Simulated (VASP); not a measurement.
# Si16O (a cell with a defect) in VASP: single point with PBEsol

Aim: the single point of Si16O (a cell with a defect) with PBEsol.

All numbers are computed with VASP 6.6.1; they aren't measurements. Logs are shortened: lines on timing, memory, paths and dates and some standing lists are left out, and cuts for length are marked.

**1. The cell of the first run**

The cell holds a defect, 17 atoms: a = 7.679 Å, b = 7.679 Å, c = 7.679 Å, α = 60.00°, β = 60.00°, γ = 60.00°.

**2. Single point, PBEsol, collinear spin, ferromagnetic start**

Contents of INCAR:

```
PREC = Accurate
ENCUT = 520
EDIFF = 1E-6
ISMEAR = -1
SIGMA = 0.05
LREAL = Auto
LASPH = T
NELM = 150
ALGO = Normal
ISIF = 2
LWAVE = F
LCHARG = T
ISPIN = 2
MAGMOM = 0 0 0 0 0 0 0 0 0 0 0 0 0 0 0 0 1
LORBIT = 11
GGA = PS
LELF = T
LVHAR = T
NBANDS = 53
```

Contents of KPOINTS:

```
Automatic mesh
0
Gamma
  2 2 2
```

Contents of POSCAR:

```
Si16O
1.0
    0.0000000000      5.4300000000      5.4300000000
    5.4300000000      0.0000000000      5.4300000000
    5.4300000000      5.4300000000      0.0000000000
Si O
16 1
Direct
    0.0424953959     -0.0376335175      0.0076887661
    0.1402670350      0.0888121547      0.1612983425
    0.0245856354     -0.0190239411      0.5072744015
    0.1415561694      0.0963259669      0.6152209945
    0.0950736648      0.4363259669      0.0011878453
    0.1877992634      0.6076519337      0.1032504604
    0.0166942910      0.5057918969      0.4782412523
    0.1610681400      0.5667403315      0.6501473297
    0.5223664825      0.0536924494     -0.0483149171
    0.7118692449      0.0960313076      0.0665101289
    0.5835451197     -0.0293462247      0.4353130755
    0.6552854512      0.1506629834      0.5540883978
    0.5271454880      0.5225230203     -0.0187108656
    0.6129926335      0.6878913444      0.0847421731
    0.5193001842      0.5273296501      0.4408839779
    0.6479742173      0.6149539595      0.5963904236
    0.8701749540      0.6549079190      1.0156629834
```

Potentials or basis: VASP PAW PBE potentials, release 64 (Si, O).

Launch:

```bash
cat potpaw_PBE.64/Si/POTCAR potpaw_PBE.64/O/POTCAR > POTCAR
mpirun -np 1 vasp_std > vasp.out
```

OUTCAR:

```text
PREC = Accurate
   ENCUT = 520
   EDIFF = 1E-6
   ISMEAR = -1
   LREAL = Auto
   LASPH = T
   NELM = 150
   ISIF = 2
   ISPIN = 2
   LORBIT = 11
   GGA = PS

 ion  position               nearest neighbor table
   1  0.042  0.962  0.008-  10 2.10   6 2.23   2 2.38   4 2.47
   2  0.140  0.089  0.161-   3 2.17   5 2.23   1 2.38   9 2.49
   3  0.025  0.981  0.507-   4 2.13   2 2.17  12 2.37   8 2.60
   4  0.142  0.096  0.615-   3 2.13   1 2.47   7 2.57  11 2.78
   5  0.095  0.436  0.001-  17 1.71   8 2.23   2 2.23   6 2.32  14 3.09   9 3.13
   6  0.188  0.608  0.103-  13 2.14   1 2.23   5 2.32   7 2.37
   7  0.017  0.506  0.478-  16 2.32   6 2.37   8 2.41   4 2.57
   8  0.161  0.567  0.650-   5 2.23  15 2.34   7 2.41   3 2.60
   9  0.522  0.054  0.952-  10 2.25  14 2.30   2 2.49  12 2.51   5 3.13
  10  0.712  0.096  0.067-   1 2.10   9 2.25  11 2.31  13 2.70
  11  0.584  0.971  0.435-  16 2.26  10 2.31  12 2.36   4 2.78
  12  0.655  0.151  0.554-  11 2.36  15 2.36   3 2.37   9 2.51
  13  0.527  0.523  0.981-   6 2.14  14 2.25  16 2.43  10 2.70
  14  0.613  0.688  0.085-  17 1.68  13 2.25  15 2.25   9 2.30   5 3.09
  15  0.519  0.527  0.441-  14 2.25   8 2.34  16 2.35  12 2.36
  16  0.648  0.615  0.596-  11 2.26   7 2.32  15 2.35  13 2.43
  17  0.870  0.655  0.016-  14 1.68   5 1.71

  LATTYP: Found a face centered cubic cell.
 ALAT       =    10.8600000000

  Lattice vectors:

 A1 = (   0.0000000000,   5.4300000000,   5.4300000000)
 A2 = (   5.4300000000,   0.0000000000,   5.4300000000)
 A3 = (   5.4300000000,   5.4300000000,   0.0000000000)

Analysis of symmetry for initial positions (statically):
=====================================================================
 Subroutine PRICEL returns:
 Original cell was already a primitive cell.

 Routine SETGRP: Setting up the symmetry group for a
 face centered cubic supercell.

 Subroutine GETGRP returns: Found  1 space group operations
 (whereof  1 operations were pure point group operations)
 out of a pool of 48 trial point group operations.

The static configuration has the point symmetry C_1 .

Analysis of symmetry for dynamics (positions and initial velocities):
=====================================================================
 Subroutine PRICEL returns:
 Original cell was already a primitive cell.

 Routine SETGRP: Setting up the symmetry group for a
 face centered cubic supercell.

 Subroutine GETGRP returns: Found  1 space group operations
 (whereof  1 operations were pure point group operations)
 out of a pool of 48 trial point group operations.

The dynamic configuration has the point symmetry C_1 .

Analysis of structural, dynamic, and magnetic symmetry:
=====================================================================
 Subroutine PRICEL returns:
 Original cell was already a primitive cell.

 Routine SETGRP: Setting up the symmetry group for a
 face centered cubic supercell.

 Subroutine GETGRP returns: Found  1 space group operations
 (whereof  1 operations were pure point group operations)
 out of a pool of 48 trial point group operations.

The overall configuration has the point symmetry C_1 .

 Subroutine INISYM returns: Found  1 space group operations
 (whereof  1 operations are pure point group operations),
 and found     1 'primitive' translations

----------------------------------------------------------------------------------------

                                     Primitive cell

  volume of cell :     320.2060

  direct lattice vectors                    reciprocal lattice vectors
     0.000000000  5.430000000  5.430000000    -0.092081031  0.092081031  0.092081031
     5.430000000  0.000000000  5.430000000     0.092081031 -0.092081031  0.092081031
     5.430000000  5.430000000  0.000000000     0.092081031  0.092081031 -0.092081031

  length of vectors
     7.679179644  7.679179644  7.679179644     0.159489025  0.159489025  0.159489025

  position of ions in fractional coordinates (direct lattice)
     0.042495396  0.962366483  0.007688766
     0.140267035  0.088812155  0.161298342
     0.024585635  0.980976059  0.507274401
     0.141556169  0.096325967  0.615220994
     0.095073665  0.436325967  0.001187845
     0.187799263  0.607651934  0.103250460
[... 9 lines left out ...]
     0.647974217  0.614953959  0.596390424
[... 63 lines left out ...]
   ions per type =              16   1
   NGX,Y,Z   is equivalent  to a cutoff of  12.99, 12.99, 12.99 a.u.
   NGXF,Y,Z  is equivalent  to a cutoff of  25.98, 25.98, 25.98 a.u.
 SYSTEM =  unknown system
   PREC   = accura    normal or accurate (medium, high low for compatibility)
   ISTART =      0    job   : 0-new  1-cont  2-samecut
   ICHARG =      2    charge: 1-file 2-atom 10-const
   ISPIN  =      2    spin polarized calculation?
   LNONCOLLINEAR =      F non collinear calculations
   LSORBIT =      F    spin-orbit coupling
   LASPH  =      T    aspherical Exc in radial PAW
   ENCUT  =  520.0 eV  38.22 Ry    6.18 a.u.  14.28 14.28 14.28*2*pi/ulx,y,z
   NELM   =    150;   NELMIN=  2; NELMDL= -5     # of ELM steps
   EDIFF  = 0.1E-05   stopping-criterion for ELM
   LREAL  =      T    real-space projection
   EDIFFG = 0.1E-04   stopping-criterion for IOM
   NSW    =      0    number of steps for IOM
   IBRION =     -1    ionic relax: 0-MD 1-quasi-New 2-CG
   NFREE  =      0    steps in history (QN), initial steepest desc. (CG)
   ISIF   =      2    stress and relaxation
   ISYM   =      2    0-nonsym 1-usesym 2-fastsym
   POTIM  = 0.5000    time-step for ionic-motion
   TEBEG  =    0.0;   TEEND  =   0.0 temperature during run
   PSTRESS=    0.0 pullay stress
   NELECT =      70.0000    total number of electrons
   NUPDOWN=      -1.0000    fix difference up-down
   EMIN   =  10.00;   EMAX   =-10.00  energy-range for DOS
   EFERMI =   0.00;   METHOD = LEGACY
   ISMEAR =    -1;   SIGMA  =   0.05  broadening in eV -4-tet -1-fermi 0-gaus
   EFERMI_NEDOS =   21; number of points for ismear=-14 and -15
   IALGO  =     38    algorithm
   IMIX   =      4    mixing-type and parameters
     AMIX     =   0.40;   BMIX     =  1.00
     AMIX_MAG =   1.60;   BMIX_MAG =  1.00
  volume/ion in A,a.u.               =      18.84       127.11
  Fermi-wavevector in a.u.,A,eV,Ry     =   0.986199  1.863645 13.232857  0.972588
  Thomas-Fermi vector in A             =   2.117562
   LORBIT       =     11    0 simple, 1 ext, 2 COOP (PROOUT), +10 PAW based schemes
   GGA     = PS    functional components
   LHFCALC =     F    Hartree Fock is set to
   AEXX    =    0.0000 exact exchange contribution
   IVDW    =     0    specifies the selected vdW correction
   LEPSILON=     F    determine dielectric tensor
   LRPA    =     F    only Hartree local field effects (RPA)
 spin polarized calculation
  energy-cutoff  :      520.00
  volume of cell :      320.21
 maximum number of plane-waves:      8646
 NGX is ok and might be reduce to    60
   NGX = 29   NGY = 29   NGZ = 29

 number of electron      70.0000000 magnetization       0.0007020

 number of electron      70.0000000 magnetization      -0.0000282

 Free energy of the ion-electron system (eV)
  ---------------------------------------------------
  ext. energy  EPLUGINS =         0.00000000
  ---------------------------------------------------
  free energy    TOTEN  =       -94.66903544 eV

  energy without entropy =      -94.64828567  energy(sigma->0) =      -94.65866056

 E-fermi :   6.1169     XC(G=0):  -9.6889

 val. band max:        6.0845222145   @ k =   0.0000   0.0000   0.0000
 cond. band min:       6.1331129550   @ k =   0.0000   0.0000   0.0000
 fundamental gap:      0.0485907405
 Fermi energy:         6.1168561738

 spin component 1

 k-point     1 :       0.0000    0.0000    0.0000
  band No.  band energies     occupation
      1     -14.3267      1.00000
      2      -6.0144      1.00000
      3      -4.7337      1.00000
      4      -4.0391      1.00000
      5      -4.0009      1.00000
      6      -3.4742      1.00000
[... 389 lines left out ...]
     46       9.9055      0.00000
     47      10.0599      0.00000
 Fermi energy:         6.1168561738

 spin component 2

 k-point     1 :       0.0000    0.0000    0.0000
  band No.  band energies     occupation
      1     -14.3267      1.00000
      2      -6.0144      1.00000
      3      -4.7338      1.00000
      4      -4.0391      1.00000
      5      -4.0009      1.00000
      6      -3.4742      1.00000
[... 389 lines left out ...]
     46       9.9055      0.00000
     47      10.0599      0.00000
 [bands above 47 left out]

------------------------ aborting loop because EDIFF is reached ----------------------------------------

  FORCE on cell =-STRESS in cart. coord.  units (eV):
  Direction    XX          YY          ZZ          XY          YZ          ZX
  --------------------------------------------------------------------------------------
  -------------------------------------------------------------------------------------
  Total        7.5159548     11.5251926     10.4605427      0.7097052      6.4398702     -3.6809942
  in kB       37.6067027     57.6672562     52.3401921      3.5510689     32.2224245    -18.4181595
  external PRESSURE =      49.2047170 kB  Pullay stress =       0.0000000 kB

 VOLUME and BASIS-vectors are now :
 -----------------------------------------------------------------------------
  energy-cutoff  :      520.00
  volume of cell :      320.21
      direct lattice vectors                 reciprocal lattice vectors
     0.000000000  5.430000000  5.430000000    -0.092081031  0.092081031  0.092081031
     5.430000000  0.000000000  5.430000000     0.092081031 -0.092081031  0.092081031
     5.430000000  5.430000000  0.000000000     0.092081031  0.092081031 -0.092081031

 POSITION                                       TOTAL-FORCE (eV/Angst)
 -----------------------------------------------------------------------------------
      5.26740      0.27250      5.45640        -1.646661      0.608445      2.991061
      1.35810      1.63750      1.24390        -1.830330     -0.811076      0.985753
      8.08120      2.88800      5.46020        -0.650354      0.412837     -3.252030
      3.86370      4.10930      1.29170         1.640937      2.039372      3.082983
      2.37570      0.52270      2.88550         1.072136     -0.269700      0.364546
      3.86020      1.58040      4.31930         0.713375      0.219471     -2.259056
[... 9 lines left out ...]
      6.57760      6.75690      6.85770         0.211212      0.614470     -0.329378
      3.64120      4.81010      8.28120         0.098565     -0.129080     -0.974200
 -----------------------------------------------------------------------------------
    total drift:                               -0.000727     -0.001186     -0.001276

  FREE ENERGIE OF THE ION-ELECTRON SYSTEM (eV)
  ---------------------------------------------------
  free  energy   TOTEN  =       -94.6690354444 eV

  energy  without entropy=      -94.6482856699  energy(sigma->0) =      -94.65866056

 total charge

# of ion       s       p       d       tot
------------------------------------------
    1        0.756   0.999   0.000   1.754
    2        0.758   0.974   0.000   1.732
    3        0.757   0.995   0.000   1.752
    4        0.764   0.894   0.000   1.658
    5        0.748   0.953   0.000   1.702
    6        0.761   1.013   0.000   1.775
[... 9 lines left out ...]
   16        0.746   0.951   0.000   1.697
   17        1.572   3.553   0.000   5.125
--------------------------------------------------
tot         13.664  18.761   0.000  32.425

 magnetization (x)

# of ion       s       p       d       tot
------------------------------------------
    1       -0.000   0.000   0.000  -0.000
    2        0.000   0.000   0.000   0.000
    3        0.000   0.000   0.000   0.000
    4       -0.000  -0.000   0.000  -0.000
    5       -0.000  -0.000   0.000  -0.000
    6       -0.000   0.000   0.000  -0.000
[... 9 lines left out ...]
   16        0.000   0.000   0.000   0.000
   17       -0.000   0.000   0.000   0.000
--------------------------------------------------
tot         -0.000   0.000   0.000  -0.000
```

Wall time 4 min (1 thread of Intel Xeon 6975P-C (Granite Rapids), shared host); peak memory 0.71 GiB.

Results:

| Quantity | Value |
| --- | --- |
| Free energy | -94.6690 eV |
| Pressure | 4.9 GPa |
| Largest force | 4.171 eV/Å |
| Band gap on the k mesh | 0.05 eV |
| Net moment | 0.00 μB per cell |
| Valence electrons inside the program's atomic spheres | Si 1.75, 1.73, 1.66, 1.70, 1.77, 1.65, 1.68, 1.69, 1.74, 1.67, 1.72, 1.71 (each value once); O 5.12 |

Forces on the atoms (eV/Å):
```
Si  -1.647  0.608  2.991
Si  -1.830 -0.811  0.986
Si  -0.650  0.413 -3.252
Si   1.641  2.039  3.083
Si   1.072 -0.270  0.365
Si   0.713  0.219 -2.259
Si  -0.885  1.564 -0.599
Si  -0.784 -2.167  1.443
Si  -0.512 -1.939 -0.766
Si   3.446 -2.225 -0.759
Si   1.862 -1.255 -0.619
Si   0.238  0.798 -0.592
Si  -3.451  1.542  1.027
Si  -0.015  0.199  1.311
Si   0.493  0.798 -1.055
Si   0.211  0.614 -0.329
O    0.099 -0.129 -0.974
```

Stress tensor (GPa, compression positive):
```
 3.76  0.36 -1.84
 0.36  5.77  3.22
-1.84  3.22  5.23
```

Levels at points of the mesh, in eV from the valence-band top:
Spin up:
```tsv
k point	band 31	band 32	band 33	band 34	band 35	band 36	band 37	band 38	band 39	band 40
(0.00, 0.00, 0.00)	-1.15	-0.86	-0.50	-0.29	0.00	0.05	0.33	0.47	0.58	0.84
(0.50, 0.00, 0.00)	-1.74	-0.99	-0.75	-0.59	-0.47	0.58	0.71	0.90	1.16	1.27
(0.00, 0.50, 0.00)	-1.67	-1.42	-1.18	-0.95	-0.39	0.31	0.87	1.09	1.13	1.58
(0.00, 0.00, 0.50)	-1.94	-1.35	-0.99	-0.72	-0.09	0.60	0.93	1.18	1.22	1.55
(0.50, 0.50, 0.50)	-1.67	-1.32	-1.27	-0.52	-0.44	0.71	0.99	1.04	1.36	1.49
(0.50, 0.50, 0.00)	-1.77	-1.41	-1.38	-0.90	-0.58	0.63	0.98	1.51	1.68	1.94
(0.00, 0.50, 0.50)	-1.70	-1.46	-1.32	-1.01	-0.91	0.84	1.17	1.59	1.82	2.09
(0.50, 0.00, 0.50)	-1.67	-1.53	-1.14	-1.04	-0.83	0.79	0.94	1.55	1.61	1.94
```
Spin down:
```csv
k point,band 32,band 33,band 34,band 35,band 36,band 37,band 38,band 39
"(0.00, 0.00, 0.00)",-0.86,-0.50,-0.29,0.00,0.05,0.33,0.47,0.58
"(0.50, 0.00, 0.00)",-0.99,-0.75,-0.59,-0.47,0.58,0.71,0.90,1.16
"(0.00, 0.50, 0.00)",-1.42,-1.18,-0.95,-0.39,0.31,0.87,1.09,1.13
"(0.00, 0.00, 0.50)",-1.35,-0.99,-0.72,-0.09,0.60,0.93,1.18,1.22
"(0.50, 0.50, 0.50)",-1.32,-1.27,-0.52,-0.44,0.71,0.99,1.04,1.36
"(0.50, 0.50, 0.00)",-1.41,-1.38,-0.90,-0.58,0.63,0.98,1.51,1.68
"(0.00, 0.50, 0.50)",-1.46,-1.32,-1.01,-0.91,0.84,1.17,1.59,1.82
"(0.50, 0.00, 0.50)",-1.53,-1.14,-1.04,-0.83,0.79,0.94,1.55,1.61
```

Caveat: the k points lie up to 0.50 Å⁻¹ apart; the atoms stand as in a frame of molecular dynamics; the PAW data sets were made with another functional, which shifts forces and pressure a little.
